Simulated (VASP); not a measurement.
# CdSe (Cadmoselite) (P6_3mc) in VASP: elastic constants with LDA

Aim: the elastic constants of CdSe (Cadmoselite) with LDA.

Program: VASP 6.6.1. These are calculated values, not measurements. Logs are shortened: lines on timing, memory, paths and dates and some standing lists are left out, and cuts for length are marked.

## Step 1: The cell of the first run

Symmetry: P6_3mc, No. 186, hexagonal system. The conventional cell has a = 4.247 Å, b = 4.247 Å, c = 6.942 Å, α = 90.00°, β = 90.00°, γ = 120.00°. Cd (site symmetry 3m) has 4 Se at 2.60 to 2.61 Å within 3.4 Å. Within 3.4 Å of Se (site symmetry 3m) lie 4 Cd at 2.60 to 2.61 Å.

## Step 2: Elastic constants, LDA

The input, INCAR:

```
PREC = Accurate ; ENCUT = 600
EDIFF = 1E-8 ; ISMEAR = 0
SIGMA = 0.01 ; LREAL = F
LASPH = T ; NELM = 80
ALGO = Normal ; ISIF = 3
LWAVE = F ; LCHARG = F
IBRION = 6 ; NFREE = 2
POTIM = 0.015 ; NSW = 1
LUSENCCL = F
```

The input, KPOINTS:

```
Automatic mesh
0
Gamma
  6 6 4
```

The input, POSCAR:

```
CdSe
1.0
    4.2470825526      0.0000000000      0.0000000000
   -2.1235412763      3.6780813826      0.0000000000
    0.0000000000      0.0000000000      6.9420032420
Cd Se
2 2
Direct
    0.3333333333      0.6666666667      0.0048579434
    0.6666666667      0.3333333333      0.5048579434
    0.3333333333      0.6666666667      0.3801420566
    0.6666666667      0.3333333333      0.8801420566
```

Potentials or basis: VASP PAW LDA potentials, release 64 (Cd, Se).

On the command line:

```bash
$ cat potpaw_LDA.64/Cd/POTCAR potpaw_LDA.64/Se/POTCAR > POTCAR
$ mpirun -np 1 vasp_std > vasp.out
```

OUTCAR:

```text
PREC = Accurate
   ENCUT = 600
   EDIFF = 1E-8
   ISMEAR = 0
   LREAL = F
   LASPH = T
   NELM = 80
   ISIF = 3
   IBRION = 6
   NFREE = 2
   POTIM = 0.015
   NSW = 1

 ion  position               nearest neighbor table
   1  0.333  0.667  0.005-   4 2.60   4 2.60   4 2.60   3 2.61
   2  0.667  0.333  0.505-   3 2.60   3 2.60   3 2.60   4 2.61
   3  0.333  0.667  0.380-   2 2.60   2 2.60   2 2.60   1 2.61
   4  0.667  0.333  0.880-   1 2.60   1 2.60   1 2.60   2 2.61

  LATTYP: Found a hexagonal cell.
 ALAT       =     4.2470825526
 C/A-ratio  =     1.6345345672

  Lattice vectors:

 A1 = (   4.2470825526,   0.0000000000,   0.0000000000)
 A2 = (  -2.1235412763,   3.6780813826,   0.0000000000)
 A3 = (   0.0000000000,   0.0000000000,   6.9420032420)

Analysis of symmetry for initial positions (statically):
=====================================================================
 Subroutine PRICEL returns:
 Original cell was already a primitive cell.

 Routine SETGRP: Setting up the symmetry group for a
 hexagonal supercell.

 Subroutine GETGRP returns: Found 12 space group operations
 (whereof  6 operations were pure point group operations)
 out of a pool of 24 trial point group operations.

The static configuration has the point symmetry C_3v.
 The point group associated with its full space group is C_6v.

Analysis of symmetry for dynamics (positions and initial velocities):
=====================================================================
 Subroutine PRICEL returns:
 Original cell was already a primitive cell.

 Routine SETGRP: Setting up the symmetry group for a
 hexagonal supercell.

 Subroutine GETGRP returns: Found 12 space group operations
 (whereof  6 operations were pure point group operations)
 out of a pool of 24 trial point group operations.

The dynamic configuration has the point symmetry C_3v.
 The point group associated with its full space group is C_6v.

 Subroutine INISYM returns: Found 12 space group operations
[... 343 lines left out ...]
  ext. energy  EPLUGINS =         0.00000000
  ---------------------------------------------------
  free energy    TOTEN  =       -13.51130550 eV

  energy without entropy =      -13.51130550  energy(sigma->0) =      -13.51130550

 E-fermi :   1.1825     XC(G=0):  -9.4481

 val. band max:        1.1320669247   @ k =   0.0000   0.0000   0.0000
 cond. band min:       1.6218649681   @ k =   0.0000   0.0000   0.0000
 fundamental gap:      0.4897980434
 Fermi energy:         1.1825178601

 k-point     1 :       0.0000    0.0000    0.0000
  band No.  band energies     occupation
      1     -11.7421      2.00000
      2     -11.3220      2.00000
      3      -6.9648      2.00000
      4      -6.9466      2.00000
      5      -6.9466      2.00000
      6      -6.8680      2.00000
[... 620 lines left out ...]
  FREE ENERGIE OF THE ION-ELECTRON SYSTEM (eV)
  ---------------------------------------------------
  free  energy   TOTEN  =       -13.5113055010 eV

  energy  without entropy=      -13.5113055010  energy(sigma->0) =      -13.51130550

 INTERNAL STRAIN TENSORS FROM STRAINED CELLS
 ============================================

 INTERNAL STRAIN TENSOR FOR ION    1 for displacements in x,y,z  (eV/Angst):
          X           Y           Z          XY          YZ          ZX
  --------------------------------------------------------------------------------
  x     0.00000    -0.00000    -0.00000    -5.96973    -0.00000    -4.38665
  y    -6.00583     6.02719     0.00000    -0.00004    -4.38505    -0.00003
  z    -4.34836    -4.35067     8.27510     0.00008    -0.00363    -0.00001

 INTERNAL STRAIN TENSORS FROM DISPLACED ATOMS
 ============================================

 INTERNAL STRAIN TENSOR FOR ION    1 for displacements in x,y,z  (eV/Angst):
          X           Y           Z          XY          YZ          ZX
  --------------------------------------------------------------------------------
  x     0.00000     0.00000    -0.00000    -5.98729     0.00000    -4.38224
  y    -5.98729     5.98729     0.00000    -0.00000    -4.38224     0.00000
  z    -4.32980    -4.32980     8.25086    -0.00000     0.00000    -0.00000

 INTERNAL STRAIN TENSOR FOR ION    4 for displacements in x,y,z  (eV/Angst):
          X           Y           Z          XY          YZ          ZX
  --------------------------------------------------------------------------------
  x     0.00000     0.00000    -0.00000     7.25395     0.00000     4.37550
  y     7.25395    -7.25395    -0.00000    -0.00000     4.37550     0.00000
  z     4.32659     4.32659    -8.23585     0.00000     0.00000     0.00000

 Eigenvectors and eigenvalues of the dynamical matrix
 ----------------------------------------------------

   1 f  =    5.836318 THz    36.670665 2PiTHz  194.678600 cm-1    24.137059 meV
             X         Y         Z           dx          dy          dz
     -0.000000  2.452054  0.033724    -0.000000    0.000000    0.279216
      2.123541  1.226027  3.504725     0.000000   -0.000000   -0.279216
     -0.000000  2.452054  2.638947    -0.000000    0.000000   -0.649645
      2.123541  1.226027  6.109949     0.000000   -0.000000    0.649645
[... 71 lines left out ...]
  12 f/i=    0.006110 THz     0.038393 2PiTHz    0.203820 cm-1     0.025270 meV
             X         Y         Z           dx          dy          dz
     -0.000000  2.452054  0.033724     0.000000   -0.000000   -0.542464
      2.123541  1.226027  3.504725     0.000000   -0.000000   -0.542464
     -0.000000  2.452054  2.638947     0.000000   -0.000000   -0.453578
      2.123541  1.226027  6.109949     0.000000   -0.000000   -0.453578

--------------------------------------------------------------------------------------------------------

 ELASTIC MODULI CONTR FROM IONIC RELAXATION (kBar)
 Direction    XX          YY          ZZ          XY          YZ          ZX
 --------------------------------------------------------------------------------
 XX        -347.7842    139.5206    198.3261     -0.0000     -0.0000     -0.0000
 YY         139.5206   -347.7842    198.3261      0.0000      0.0000     -0.0000
 ZZ         198.3261    198.3261   -377.7257      0.0000     -0.0000      0.0000
 XY          -0.0000      0.0000      0.0000   -243.6524     -0.0000     -0.0000
 YZ          -0.0000      0.0000     -0.0000     -0.0000   -101.7370      0.0000
 ZX          -0.0000     -0.0000      0.0000     -0.0000      0.0000   -101.7371
 --------------------------------------------------------------------------------

 TOTAL ELASTIC MODULI (kBar)
 Direction    XX          YY          ZZ          XY          YZ          ZX
 --------------------------------------------------------------------------------
 XX         811.9067    515.6028    442.1729     -0.0000     -0.0000     -0.0000
 YY         515.6028    811.9067    442.1729      0.0000      0.0000     -0.0000
 ZZ         442.1729    442.1729    922.5949      0.0000     -0.0000      0.0000
 XY          -0.0000      0.0000      0.0000    148.1520     -0.0000      0.0000
 YZ          -0.0000      0.0000     -0.0000     -0.0000    132.0478      0.0000
 ZX          -0.0000     -0.0000      0.0000     -0.0000      0.0000    132.0478
 --------------------------------------------------------------------------------
```

OSZICAR:

```text
N       E                     dE             d eps       ncg     rms          rms(c)
DAV:   1     0.266316312753E+03    0.26632E+03   -0.18639E+04   924   0.165E+03
DAV:   2     0.145168401698E+01   -0.26486E+03   -0.25921E+03  1020   0.374E+02
DAV:   3    -0.140994447147E+02   -0.15551E+02   -0.15478E+02  1098   0.891E+01
DAV:   4    -0.142569029633E+02   -0.15746E+00   -0.15741E+00  1032   0.868E+00
[... 266 lines left out ...]
DAV:   4    -0.135113061970E+02    0.15824E-04   -0.11788E-04  1194   0.626E-02    0.179E-02
DAV:   5    -0.135113055489E+02    0.64809E-06   -0.18385E-05  1074   0.264E-02    0.728E-03
DAV:   6    -0.135113055459E+02    0.29713E-08   -0.97572E-07  1290   0.925E-03    0.324E-03
DAV:   7    -0.135113055074E+02    0.38485E-07   -0.65172E-08  1172   0.261E-03    0.138E-03
DAV:   8    -0.135113055010E+02    0.64390E-08   -0.57559E-08  1206   0.205E-03
  21 F= -.13511306E+02 E0= -.13511306E+02  d E =-.691808E-15
```

Wall time 18 min (1 × NVIDIA H100 80GB with 1 thread of AMD EPYC 7R13 (Zen 3), shared host); peak memory 1.5 GiB.

Results:

```
Voigt bulk modulus                                      : 59 GPa
Highest phonon frequency at Γ, LO-TO splitting left out : 195 cm⁻¹
```

Phonon frequencies in cm⁻¹ (negative: imaginary):
| q point | frequencies |
| --- | --- |
| (0.000, 0.000, 0.000) | 0 0 0 32 32 126 177 181 181 184 184 195 |

Elastic tensor in Voigt notation (GPa, in the Cartesian axes of the cell as first typed):
```
81 52 44  0  0  0
52 81 44  0  0  0
44 44 92  0  0  0
 0  0  0 13  0  0
 0  0  0  0 13  0
 0  0  0  0  0 15
```

Clamped-ion elastic tensor (GPa):
```
116  38  24   0   0   0
 38 116  24   0   0   0
 24  24 130   0   0   0
  0   0   0  23   0   0
  0   0   0   0  23   0
  0   0   0   0   0  39
```
